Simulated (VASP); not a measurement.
Runs of VASP 6.6.1 on Si. The structure is that of space group P6_3/mmc (No. 194), or close to it. The cells are those of the table. 

```tsv
task	cell	gap on the mesh (eV)	pressure (GPa)
relaxation of the atoms	atoms relaxed from a = 3.844, b = 3.844, c = 6.315 Å, angles 90.0, 90.0, 120.0°, 4 atoms	0.33	-0.7
single point	a = 3.844, b = 3.844, c = 6.313 Å, angles 90.0, 90.0, 120.0°, 4 atoms	0.33	-0.6
relaxation of the atoms	atoms relaxed from a = 3.844, b = 3.844, c = 6.313 Å, angles 90.0, 90.0, 120.0°, 4 atoms	0.33	-0.6
single point	a = 3.844, b = 3.844, c = 6.315 Å, angles 90.0, 90.0, 120.0°, 4 atoms	0.33	-0.7
single point	a = 3.844, b = 3.844, c = 6.306 Å, angles 90.0, 90.0, 120.0°, 4 atoms	0.32	(a)
```

Alike in all rows: level PBEsol; potentials or basis VASP PAW PBE potentials, release 64 (Si); no spin polarisation; k mesh 9 × 9 × 6; cutoff (eV) 520; smearing gaussian 0.01 eV.

Q: Estimate the missing entries.

A: (a) -0.5.

Caveats: the PAW data sets were made with another functional, which shifts forces and pressure a little.

A k mesh can miss the band edges.
